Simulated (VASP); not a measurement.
**P: single point with PBE**

P:

```
P
1.0
     2.44440    0.00000    0.00000
     0.00000    2.44440    0.00000
     0.00000    0.00000    2.44444
P
1
Direct
  0.00000 0.00000 0.00000
```

```
Program             : VASP 6.6.1
Task                : single point
Functional          : PBE
Potentials or basis : VASP PAW PBE potentials, release 64 (P)
Cutoff              : 520 eV
k mesh              : 22 × 22 × 22
Occupations         : gaussian, width 0.1 eV
Spin                : no spin polarisation
```

```json
{"Pressure": "-0.3 GPa"}
```

Levels at points of the mesh, in eV from the Fermi level:
| k point | band 1 | band 2 | band 3 | band 4 | band 5 | band 6 |
| --- | --- | --- | --- | --- | --- | --- |
| (0.00, 0.00, 0.00) | -16.43 | 5.04 | 5.04 | 5.04 | 6.85 | 6.85 |
| (0.50, 0.00, 0.00) | -12.13 | -8.60 | 7.84 | 7.84 | 9.40 | 14.39 |
| (0.50, 0.50, 0.00) | -7.46 | -5.22 | -5.22 | 1.05 | 10.44 | 16.91 |
| (0.00, 0.00, 0.50) | -12.13 | -8.60 | 7.84 | 7.84 | 9.40 | 14.39 |
| (0.50, 0.00, 0.50) | -7.46 | -5.22 | -5.22 | 1.05 | 10.44 | 16.91 |
| (0.50, 0.50, 0.50) | -2.14 | -2.14 | -2.14 | -1.66 | 4.73 | 4.73 |

Wall time 80 s on 1 thread of Intel Xeon 8259CL, with other jobs on the host, peak memory 0.19 GiB.
